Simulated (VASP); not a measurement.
# KF (P4/mmm) in VASP: single point with HSE06

Aim: the single point of KF with HSE06.

Program: VASP 6.6.1. These are calculated values, not measurements. Logs are shortened: lines on timing, memory, paths and dates and some standing lists are left out, and cuts for length are marked.

### 1 The cell of the first run

Symmetry: P4/mmm, No. 123, tetragonal system. Conventional cell: a = 3.179 Å, b = 3.179 Å, c = 3.100 Å, α = 90.00°, β = 90.00°, γ = 90.00°. K (site symmetry 4/mmm) has 8 F at 2.73 Å and 6 K at 3.10 to 3.18 Å within 3.6 Å. Within 3.6 Å of F (site symmetry 4/mmm) lie 8 K at 2.73 Å and 6 F at 3.10 to 3.18 Å.

### 2 Single point, HSE06 (uniaxial z strain -2.5%)

POSCAR reads:

```
KF
1.0
    3.1788706815      0.0000000000      0.0000000000
    0.0000000000      3.1788706815      0.0000000000
    0.0000000000      0.0000000000      3.0997168015
K F
1 1
Direct
    0.0000000000      0.0000000000      0.0000000000
    0.5000000000      0.5000000000      0.5000000000
```

INCAR.step1 reads:

```
SYSTEM = KF
ALGO = Normal
EDIFF = 1E-5
ENCUT = 520
GGA = PE
GGA_COMPAT = .FALSE.
ISIF = 2
ISMEAR = 0
LASPH = .TRUE.
LCHARG = .FALSE.
LREAL = .FALSE.
LWAVE = .TRUE.
NBANDS = 15
NELM = 120
PREC = Accurate
SIGMA = 0.01
```

INCAR.step2 reads:

```
SYSTEM = KF
ALGO = Normal
EDIFF = 1E-6
ENCUT = 520
GGA = PE
GGA_COMPAT = .FALSE.
HFSCREEN = 0.2079
ISIF = 2
ISMEAR = 0
ISTART = 1
LASPH = .TRUE.
LCHARG = .FALSE.
LHFCALC = .TRUE.
LREAL = .FALSE.
LWAVE = .FALSE.
NBANDS = 15
NELM = 120
PREC = Accurate
PRECFOCK = Normal
SIGMA = 0.01
```

KPOINTS reads:

```
k-points
0
G
  6 6 6
  0 0 0
```

Potentials or basis: VASP PAW PBE potentials, release 64 (K_sv, F).

Command:

```bash
$ cat potpaw_PBE.64/K_sv/POTCAR potpaw_PBE.64/F/POTCAR > POTCAR
$ cp INCAR.step1 INCAR
$ mpirun -np 1 vasp_std > vasp.out
$ cp INCAR.step2 INCAR
$ mpirun -np 1 vasp_std > vasp.out
```

OUTCAR:

```text
SYSTEM = KF
   EDIFF = 1E-6
   ENCUT = 520
   GGA = PE
   HFSCREEN = 0.2079
   ISIF = 2
   ISMEAR = 0
   ISTART = 1
   LASPH = .TRUE.
   LHFCALC = .TRUE.
   LREAL = .FALSE.
   NELM = 120
   PREC = Accurate
   PRECFOCK = Normal

 ion  position               nearest neighbor table
   1  0.000  0.000  0.000-   2 2.73   2 2.73   2 2.73   2 2.73   2 2.73   2 2.73   2 2.73   2 2.73

   2  0.500  0.500  0.500-   1 2.73   1 2.73   1 2.73   1 2.73   1 2.73   1 2.73   1 2.73   1 2.73

  LATTYP: Found a simple tetragonal cell.
 ALAT       =     3.1788706815
 C/A-ratio  =     0.9751000000

  Lattice vectors:

 A1 = (   3.1788706815,   0.0000000000,   0.0000000000)
 A2 = (   0.0000000000,   3.1788706815,   0.0000000000)
 A3 = (   0.0000000000,   0.0000000000,   3.0997168015)

Analysis of symmetry for initial positions (statically):
=====================================================================
 Subroutine PRICEL returns:
 Original cell was already a primitive cell.

 Routine SETGRP: Setting up the symmetry group for a
 simple tetragonal supercell.

 Subroutine GETGRP returns: Found 16 space group operations
 (whereof 16 operations were pure point group operations)
 out of a pool of 16 trial point group operations.

The static configuration has the point symmetry D_4h.

Analysis of symmetry for dynamics (positions and initial velocities):
=====================================================================
 Subroutine PRICEL returns:
 Original cell was already a primitive cell.

 Routine SETGRP: Setting up the symmetry group for a
 simple tetragonal supercell.

 Subroutine GETGRP returns: Found 16 space group operations
 (whereof 16 operations were pure point group operations)
 out of a pool of 16 trial point group operations.

The dynamic configuration has the point symmetry D_4h.

 Subroutine INISYM returns: Found 16 space group operations
 (whereof 16 operations are pure point group operations),
 and found     1 'primitive' translations

----------------------------------------------------------------------------------------

                                     Primitive cell

  volume of cell :      31.3233

  direct lattice vectors                    reciprocal lattice vectors
     3.178870681  0.000000000  0.000000000     0.314577125  0.000000000  0.000000000
     0.000000000  3.178870681  0.000000000     0.000000000  0.314577125  0.000000000
     0.000000000  0.000000000  3.099716802     0.000000000  0.000000000  0.322610117

  length of vectors
     3.178870681  3.178870681  3.099716802     0.314577125  0.314577125  0.322610117

  position of ions in fractional coordinates (direct lattice)
     0.000000000  0.000000000  0.000000000
     0.500000000  0.500000000  0.500000000

  ion indices of the primitive-cell ions
   primitive index   ion index
                 1           1
                 2           2

----------------------------------------------------------------------------------------

 KPOINTS: k-points

Automatic generation of k-mesh.
 Grid dimensions read from file:
 generate k-points for:    6    6    6

 Generating k-lattice:

  Cartesian coordinates                     Fractional coordinates (reciprocal lattice)
     0.052429521  0.000000000  0.000000000     0.166666667  0.000000000  0.000000000
     0.000000000  0.052429521  0.000000000     0.000000000  0.166666667  0.000000000
     0.000000000  0.000000000  0.053768353     0.000000000  0.000000000  0.166666667

  Length of vectors
     0.052429521  0.052429521  0.053768353

  Shift w.r.t. Gamma in fractional coordinates (k-lattice)
     0.000000000  0.000000000  0.000000000

 Subroutine IBZKPT returns following result:
 ===========================================

 Found     40 irreducible k-points:

 Following reciprocal coordinates:
            Coordinates               Weight
  0.000000  0.000000  0.000000      1.000000
  0.166667  0.000000  0.000000      4.000000
  0.333333  0.000000  0.000000      4.000000
  0.500000  0.000000  0.000000      2.000000
  0.166667  0.166667  0.000000      4.000000
  0.333333  0.166667  0.000000      8.000000
[... 16 lines left out ...]
  0.333333  0.000000  0.333333      8.000000
  0.500000  0.000000  0.333333      4.000000
 [... further k-points ...]
   k-points           NKPTS =     40   k-points in BZ     NKDIM =    216   number of bands    NBANDS=     15
   number of dos      NEDOS =    301   number of ions     NIONS =      2
   total plane-waves  NPLWV =  13824
   dimension x,y,z NGX =    24 NGY =   24 NGZ =   24
   dimension x,y,z NGXF=    48 NGYF=   48 NGZF=   48
   ions per type =               1   1
   NGX,Y,Z   is equivalent  to a cutoff of  12.55, 12.55, 12.87 a.u.
   NGXF,Y,Z  is equivalent  to a cutoff of  25.10, 25.10, 25.74 a.u.
 SYSTEM =  KF
   PREC   = accura    normal or accurate (medium, high low for compatibility)
   ISTART =      1    job   : 0-new  1-cont  2-samecut
   ICHARG =      0    charge: 1-file 2-atom 10-const
   ISPIN  =      1    spin polarized calculation?
   LNONCOLLINEAR =      F non collinear calculations
   LSORBIT =      F    spin-orbit coupling
   LASPH  =      T    aspherical Exc in radial PAW
   ENCUT  =  520.0 eV  38.22 Ry    6.18 a.u.   5.91  5.91  5.76*2*pi/ulx,y,z
   NELM   =    120;   NELMIN=  2; NELMDL=  0     # of ELM steps
   EDIFF  = 0.1E-05   stopping-criterion for ELM
   LREAL  =      F    real-space projection
   EDIFFG = 0.1E-04   stopping-criterion for IOM
   NSW    =      0    number of steps for IOM
   IBRION =     -1    ionic relax: 0-MD 1-quasi-New 2-CG
   NFREE  =      0    steps in history (QN), initial steepest desc. (CG)
   ISIF   =      2    stress and relaxation
   ISYM   =      3    0-nonsym 1-usesym 2-fastsym
   POTIM  = 0.5000    time-step for ionic-motion
   TEBEG  =    0.0;   TEEND  =   0.0 temperature during run
   PSTRESS=    0.0 pullay stress
   NELECT =      16.0000    total number of electrons
   NUPDOWN=      -1.0000    fix difference up-down
   EMIN   =  10.00;   EMAX   =-10.00  energy-range for DOS
   EFERMI =   0.00;   METHOD = LEGACY
   ISMEAR =     0;   SIGMA  =   0.01  broadening in eV -4-tet -1-fermi 0-gaus
   EFERMI_NEDOS =   21; number of points for ismear=-14 and -15
   IALGO  =     38    algorithm
   IMIX   =      1    mixing-type and parameters
     AMIX     =   0.40;   BMIX     =  1.00
     AMIX_MAG =   1.60;   BMIX_MAG =  1.00
  volume/ion in A,a.u.               =      15.66       105.69
  Fermi-wavevector in a.u.,A,eV,Ry     =   1.308656  2.473002 23.301081  1.712581
  Thomas-Fermi vector in A             =   2.439308
   LORBIT       =      0    0 simple, 1 ext, 2 COOP (PROOUT), +10 PAW based schemes
   GGA     = PE    functional components
   LHFCALC =     T    Hartree Fock is set to
   PRECFOCK=normal    Normal, Fast or Accurate (Low or Medium for compatibility)
   ENCUT4O =  -1.0   cutoff for four orbital integrals eV
   NKREDX  =     1    reduce k-point grid by
   NKREDY  =     1    reduce k-point grid by
   NKREDZ  =     1    reduce k-point grid by
   AEXX    =    0.2500 exact exchange contribution
   HFSCREEN=    0.2079 screening length (either q_TF or 0.3 A-1)
   HFSCREENC=   0.2079 screening length for correlation (either q_TF or 0.3 A-1)
   ENCUTFOCK=  -1.0 apply spherical cutoff to Coloumb kernel
   IVDW    =     0    specifies the selected vdW correction
   LEPSILON=     F    determine dielectric tensor
   LRPA    =     F    only Hartree local field effects (RPA)
 non-spin polarized calculation
 Gauss-broadening in eV      SIGMA  =   0.01
  energy-cutoff  :      520.00
  volume of cell :       31.32
 maximum number of plane-waves:       872
 NGX is ok and might be reduce to    24
  NGX = 18; NGY = 18; NGZ = 18

 number of electron      15.9999991 magnetization

 Free energy of the ion-electron system (eV)
  ---------------------------------------------------
  ext. energy  EPLUGINS =         0.00000000
  ---------------------------------------------------
  free energy    TOTEN  =        -9.74943264 eV

  energy without entropy =       -9.74943264  energy(sigma->0) =       -9.74943264

 E-fermi :  -3.0601     XC(G=0):  -7.8275

 val. band max:       -3.2447556096   @ k =   0.5000   0.5000   0.0000
 cond. band min:       5.7999494077   @ k =   0.0000   0.0000   0.0000
 fundamental gap:      9.0447050173
 Fermi energy:        -3.0601453285

 k-point     1 :       0.0000    0.0000    0.0000
  band No.  band energies     occupation
      1     -31.6457      2.00000
      2     -23.8474      2.00000
      3     -13.1902      2.00000
      4     -13.1902      2.00000
      5     -13.0966      2.00000
      6      -3.3586      2.00000
      7      -3.3586      2.00000
      8      -3.2681      2.00000
      9       5.7999      0.00000
     10       7.3203      0.00000
     11       7.4050      0.00000
     12      13.7368      0.00000
     13      13.9488      0.00000
     14      13.9488      0.00000
     15      21.5285      0.00000

 k-point     2 :       0.1667    0.0000    0.0000
  band No.  band energies     occupation
      1     -31.6009      2.00000
      2     -23.8651      2.00000
      3     -13.3994      2.00000
      4     -13.1508      2.00000
      5     -13.0602      2.00000
      6      -3.7314      2.00000
      7      -3.4042      2.00000
      8      -3.3045      2.00000
      9       6.5581      0.00000
     10       7.6177      0.00000
     11       8.0741      0.00000
     12      13.2827      0.00000
     13      13.4829      0.00000
     14      14.0441      0.00000
     15      19.7911      0.00000

 k-point     3 :       0.3333    0.0000    0.0000
  band No.  band energies     occupation
      1     -31.5089      2.00000
      2     -23.9052      2.00000
      3     -13.7884      2.00000
      4     -13.0704      2.00000
      5     -12.9861      2.00000
      6      -4.3885      2.00000
      7      -3.4988      2.00000
      8      -3.3805      2.00000
      9       8.0746      0.00000
     10       8.1961      0.00000
     11       9.7762      0.00000
     12      12.5606      0.00000
     13      12.7370      0.00000
     14      14.2447      0.00000
     15      17.3764      0.00000

 k-point     4 :       0.5000    0.0000    0.0000
  band No.  band energies     occupation
      1     -31.4618      2.00000
      2     -23.9274      2.00000
      3     -13.9698      2.00000
      4     -13.0294      2.00000
      5     -12.9483      2.00000
      6      -4.6846      2.00000
      7      -3.5479      2.00000
      8      -3.4200      2.00000
      9       8.5027      0.00000
     10       8.9477      0.00000
     11      10.7918      0.00000
     12      12.2620      0.00000
     13      12.4265      0.00000
     14      14.3505      0.00000
     15      16.3312      0.00000
[... 307 lines left out ...]
 k-point    22 :       0.1667    0.0000    0.3333
  band No.  band energies     occupation
      1     -31.4427      2.00000
      2     -23.8627      2.00000
      3     -13.9030      2.00000
      4     -13.3242      2.00000
      5     -13.0219      2.00000
      6      -4.2740      2.00000
      7      -3.6163      2.00000
      8      -3.4562      2.00000
      9       8.2794      0.00000
     10       8.8171      0.00000
     11      10.0625      0.00000
     12      12.1333      0.00000
     13      12.2515      0.00000
     14      13.3428      0.00000
     15      18.0166      0.00000

 k-point    23 :       0.3333    0.0000    0.3333
  band No.  band energies     occupation
      1     -31.3670      2.00000
      2     -23.8163      2.00000
      3     -13.9832      2.00000
      4     -13.8222      2.00000
      5     -12.9639      2.00000
      6      -4.1121      2.00000
      7      -3.8276      2.00000
      8      -3.4104      2.00000
      9       8.2863      0.00000
     10       8.6912      0.00000
     11      11.6297      0.00000
     12      11.8793      0.00000
     13      12.2626      0.00000
     14      12.5473      0.00000
     15      17.9562      0.00000

 k-point    24 :       0.5000    0.0000    0.3333
  band No.  band energies     occupation
      1     -31.3284      2.00000
      2     -23.7932      2.00000
      3     -14.0952      2.00000
      4     -13.9847      2.00000
      5     -12.9345      2.00000
      6      -4.1043      2.00000
      7      -3.8604      2.00000
      8      -3.3877      2.00000
      9       8.1961      0.00000
     10       8.4710      0.00000
     11      11.6858      0.00000
     12      11.8452      0.00000
     13      12.2497      0.00000
     14      14.1189      0.00000
     15      16.7810      0.00000

 [... further k-points ...]
[... 5 lines left out ...]
  --------------------------------------------------------------------------------------
  -------------------------------------------------------------------------------------
  Total        0.4130767      0.4130767      0.9016026      0.0000000      0.0000000      0.0000000
  in kB       21.1287350     21.1287350     46.1166761      0.0000000      0.0000000      0.0000000
  external PRESSURE =      29.4580487 kB  Pullay stress =       0.0000000 kB

 VOLUME and BASIS-vectors are now :
 -----------------------------------------------------------------------------
  energy-cutoff  :      520.00
  volume of cell :       31.32
      direct lattice vectors                 reciprocal lattice vectors
     3.178870681  0.000000000  0.000000000     0.314577125  0.000000000  0.000000000
     0.000000000  3.178870681  0.000000000     0.000000000  0.314577125  0.000000000
     0.000000000  0.000000000  3.099716802     0.000000000  0.000000000  0.322610117

 POSITION                                       TOTAL-FORCE (eV/Angst)
 -----------------------------------------------------------------------------------
      0.00000      0.00000      0.00000         0.000000      0.000000      0.000000
      1.58944      1.58944      1.54986         0.000000      0.000000      0.000000
 -----------------------------------------------------------------------------------
    total drift:                                0.000000      0.000000     -0.000000

  FREE ENERGIE OF THE ION-ELECTRON SYSTEM (eV)
  ---------------------------------------------------
  free  energy   TOTEN  =        -9.7494326397 eV

  energy  without entropy=       -9.7494326397  energy(sigma->0) =       -9.74943264
```

It took 28 min on 1 thread of Intel Xeon Platinum 8488C (Sapphire Rapids), shared host; peak memory 0.27 GiB.

Results:

```yaml
Free_energy: -9.7494 eV
Pressure: 2.9 GPa
Band_gap_on_the_k_mesh: 9.04 eV (least direct gap 9.07 eV)
```

Stress tensor (GPa, compression positive):
```
2.11 0.00 0.00
0.00 2.11 0.00
0.00 0.00 4.61
```

Caveat: the cell differs from its parent crystal (uniaxial z strain -2.5%); the structure was generated, so it needn't be the stable form of KF; the PAW data sets were made with another functional, which shifts forces and pressure a little.
